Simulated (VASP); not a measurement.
# Sn (I4_1/amd) in VASP: notebook, part 2 of 2

VASP 6.6.1.

## 3. Single point, PBEsol (strain -0.1125 x Voigt [0, 0, 1, 0, 0, 0])

INCAR

```
PREC = Accurate
ENCUT = 520
EDIFF = 1E-7
ISMEAR = 0
SIGMA = 0.15
LREAL = F
LASPH = T
NELM = 100
ALGO = Fast
ISIF = 2
LWAVE = F
LCHARG = F
GGA = PS
NBANDS = 21
```

KPOINTS

```
Automatic mesh
0
Gamma
  12 12 12
```

POSCAR

```
Sn
1.0
    0.0000000000      3.2456000000      2.8804700000
    3.2456000000      0.0000000000      2.8804700000
    3.2456000000      3.2456000000      0.0000000000
Sn
2
Direct
    0.5000000000      0.5000000000      0.5000000000
    0.7500000000      0.7500000000      0.7500000000
```

Potentials or basis: VASP PAW PBE potentials, release 64 (Sn_d).

Command:

```sh
$ cat potpaw_PBE.64/Sn_d/POTCAR > POTCAR
$ mpirun -np 1 vasp_std > vasp.out
```

OUTCAR:

```text
PREC = Accurate
   ENCUT = 520
   EDIFF = 1E-7
   ISMEAR = 0
   LREAL = F
   LASPH = T
   NELM = 100
   ISIF = 2
   GGA = PS

 ion  position               nearest neighbor table
   1  0.500  0.500  0.500-   2 2.71   2 2.71   2 2.71   2 2.71
   2  0.750  0.750  0.750-   1 2.71   1 2.71   1 2.71   1 2.71

  LATTYP: Found a body centered tetragonal cell.
 ALAT       =     4.5899715380
 C/A-ratio  =     1.2551145366

  Lattice vectors:

 A1 = (   0.0000000000,  -3.2456000000,  -2.8804700000)
 A2 = (   0.0000000000,   3.2456000000,  -2.8804700000)
 A3 = (   3.2456000000,   0.0000000000,   2.8804700000)

Analysis of symmetry for initial positions (statically):
=====================================================================
 Subroutine PRICEL returns:
 Original cell was already a primitive cell.

 Routine SETGRP: Setting up the symmetry group for a
 body centered tetragonal supercell.

 Subroutine GETGRP returns: Found 16 space group operations
 (whereof  8 operations were pure point group operations)
 out of a pool of 16 trial point group operations.

The static configuration has the point symmetry D_2d.
 The point group associated with its full space group is D_4h.

Analysis of symmetry for dynamics (positions and initial velocities):
=====================================================================
 Subroutine PRICEL returns:
 Original cell was already a primitive cell.

 Routine SETGRP: Setting up the symmetry group for a
 body centered tetragonal supercell.

 Subroutine GETGRP returns: Found 16 space group operations
 (whereof  8 operations were pure point group operations)
 out of a pool of 16 trial point group operations.

The dynamic configuration has the point symmetry D_2d.
 The point group associated with its full space group is D_4h.

 Subroutine INISYM returns: Found 16 space group operations
 (whereof  8 operations are pure point group operations),
 and found     1 'primitive' translations

[... 103 lines left out ...]
   TEBEG  =    0.0;   TEEND  =   0.0 temperature during run
   PSTRESS=    0.0 pullay stress
   NELECT =      28.0000    total number of electrons
   NUPDOWN=      -1.0000    fix difference up-down
   EMIN   =  10.00;   EMAX   =-10.00  energy-range for DOS
   EFERMI =   0.00;   METHOD = LEGACY
   ISMEAR =     0;   SIGMA  =   0.15  broadening in eV -4-tet -1-fermi 0-gaus
   EFERMI_NEDOS =   21; number of points for ismear=-14 and -15
   IALGO  =     68    algorithm
   IMIX   =      4    mixing-type and parameters
     AMIX     =   0.40;   BMIX     =  1.00
     AMIX_MAG =   1.60;   BMIX_MAG =  1.00
  volume/ion in A,a.u.               =      30.34       204.76
  Fermi-wavevector in a.u.,A,eV,Ry     =   1.265027  2.390554 21.773306  1.600293
  Thomas-Fermi vector in A             =   2.398301
   LORBIT       =      0    0 simple, 1 ext, 2 COOP (PROOUT), +10 PAW based schemes
   GGA     = PS    functional components
   LHFCALC =     F    Hartree Fock is set to
   AEXX    =    0.0000 exact exchange contribution
   IVDW    =     0    specifies the selected vdW correction
   LEPSILON=     F    determine dielectric tensor
   LRPA    =     F    only Hartree local field effects (RPA)
 non-spin polarized calculation
 RMM-DIIS sequential band-by-band and
 Gauss-broadening in eV      SIGMA  =   0.15
  energy-cutoff  :      520.00
  volume of cell :       60.69
 maximum number of plane-waves:      1656
   NGX = 17   NGY = 17   NGZ = 17

 number of electron      28.0000006 magnetization

 Free energy of the ion-electron system (eV)
  ---------------------------------------------------
  ext. energy  EPLUGINS =         0.00000000
  ---------------------------------------------------
  free energy    TOTEN  =        -8.21879542 eV

  energy without entropy =       -8.21621156  energy(sigma->0) =       -8.21750349

 E-fermi :   6.8461     XC(G=0):  -9.6151

 val. band max:        6.8189817175   @ k =   0.5000  -0.0000   0.0000
 cond. band min:       6.8612713514   @ k =   0.4167   0.3333   0.0000
 fundamental gap:      0.0422896339
 Fermi energy:         6.8460615044

 k-point     1 :       0.0000    0.0000    0.0000
  band No.  band energies     occupation
      1     -15.1039      2.00000
      2     -15.0268      2.00000
      3     -15.0268      2.00000
      4     -14.9965      2.00000
      5     -14.9529      2.00000
      6     -14.5957      2.00000
[... 565 lines left out ...]
     20      15.1088      0.00000
     21      15.7647      0.00000

 [... further k-points ...]
[... 5 lines left out ...]
  --------------------------------------------------------------------------------------
  -------------------------------------------------------------------------------------
  Total        2.6995600      2.6995600      3.4919599      0.0000000     -0.0000000      0.0000000
  in kB       71.2722093     71.2722093     92.1926900      0.0000000     -0.0000000      0.0000000
  external PRESSURE =      78.2457029 kB  Pullay stress =       0.0000000 kB

 VOLUME and BASIS-vectors are now :
 -----------------------------------------------------------------------------
  energy-cutoff  :      520.00
  volume of cell :       60.69
      direct lattice vectors                 reciprocal lattice vectors
     0.000000000  3.245600000  2.880470000    -0.154054720  0.154054720  0.173582783
     3.245600000  0.000000000  2.880470000     0.154054720 -0.154054720  0.173582783
     3.245600000  3.245600000  0.000000000     0.154054720  0.154054720 -0.173582783

 POSITION                                       TOTAL-FORCE (eV/Angst)
 -----------------------------------------------------------------------------------
      3.24560      3.24560      2.88047        -0.000000     -0.000000      0.000000
      4.86840      4.86840      4.32071         0.000000      0.000000      0.000000
 -----------------------------------------------------------------------------------
    total drift:                                0.000000     -0.000000      0.000000

  FREE ENERGIE OF THE ION-ELECTRON SYSTEM (eV)
  ---------------------------------------------------
  free  energy   TOTEN  =        -8.2187954226 eV

  energy  without entropy=       -8.2162115643  energy(sigma->0) =       -8.21750349
```

OSZICAR:

```text
N       E                     dE             d eps       ncg     rms          rms(c)
DAV:   1     0.231015065008E+03    0.23102E+03   -0.14927E+04  6950   0.205E+03
DAV:   2     0.165341839912E+02   -0.21448E+03   -0.20977E+03  6886   0.456E+02
DAV:   3    -0.757708747645E+01   -0.24111E+02   -0.23972E+02  7966   0.140E+02
DAV:   4    -0.833379211219E+01   -0.75670E+00   -0.75637E+00  7891   0.281E+01
DAV:   5    -0.835956955149E+01   -0.25777E-01   -0.25777E-01  9849   0.501E+00    0.385E+00
RMM:   6    -0.826278316702E+01    0.96786E-01   -0.38896E-02  8534   0.236E+00    0.223E+00
RMM:   7    -0.821694288683E+01    0.45840E-01   -0.76612E-02  8739   0.278E+00    0.169E-01
RMM:   8    -0.821827885368E+01   -0.13360E-02   -0.11240E-02  9358   0.972E-01    0.652E-02
RMM:   9    -0.821876822968E+01   -0.48938E-03   -0.37744E-03 10657   0.560E-01    0.610E-02
RMM:  10    -0.821877042786E+01   -0.21982E-05   -0.43362E-04  9003   0.245E-01    0.133E-02
RMM:  11    -0.821879605255E+01   -0.25625E-04   -0.25415E-04 11657   0.127E-01    0.142E-02
RMM:  12    -0.821879535407E+01    0.69848E-06   -0.12648E-05  9779   0.337E-02    0.140E-03
RMM:  13    -0.821879561622E+01   -0.26214E-06   -0.41761E-06 11304   0.150E-02    0.143E-03
RMM:  14    -0.821879539219E+01    0.22403E-06   -0.29161E-07  5642   0.455E-03    0.153E-04
RMM:  15    -0.821879542260E+01   -0.30415E-07   -0.82463E-08  4533   0.288E-03
   1 F= -.82187954E+01 E0= -.82175035E+01  d E =-.258386E-02
```

stdout:

```text
POSCAR found type information on POSCAR Sn
 POSCAR found :  1 types and       2 ions
 scaLAPACK will be used
 -----------------------------------------------------------------------------
|                                                                             |
|                                                                             |
[... 19 lines left out ...]
WARNING in EDDRMM: call to ZHEGV failed, returncode =   6  3     19
WARNING in EDDRMM: call to ZHEGV failed, returncode =   6  3     20
WARNING in EDDRMM: call to ZHEGV failed, returncode =   6  3     21
 num prob RMM:  14    -0.821879539219E+01    0.22403E-06   -0.29161E-07  5642   0.455E-03    0.153E-04
 num prob  num prob  num prob  num prob  num prob  num prob  num prob WARNING in EDDRMM: call to ZHEGV failed, returncode =   8  4     20
 num prob WARNING in EDDRMM: call to ZHEGV failed, returncode =   8  4     19
```

It took 5.8 min on 1 thread of Intel Xeon 8259CL, shared host; peak memory 0.3 GiB.

Results:

| Quantity | Value |
| --- | --- |
| Free energy | -8.2188 eV |
| Pressure | 7.8 GPa |
| Band gap on the k mesh | zero (bands 14 and 15 overlap by 0.36 eV) |

Stress tensor (GPa, compression positive):
```
7.13 0.00 0.00
0.00 7.13 0.00
0.00 0.00 9.22
```

Caveat: the cell differs from its parent crystal (strain -0.1125 x Voigt [0, 0, 1, 0, 0, 0]); the cell stands under pressure; the PAW data sets were made with another functional, which shifts forces and pressure a little; spin-orbit coupling is left out, which moves the levels of the heavy elements.

The gap in the log of VASP goes by the Fermi energy; the results here count the filled bands.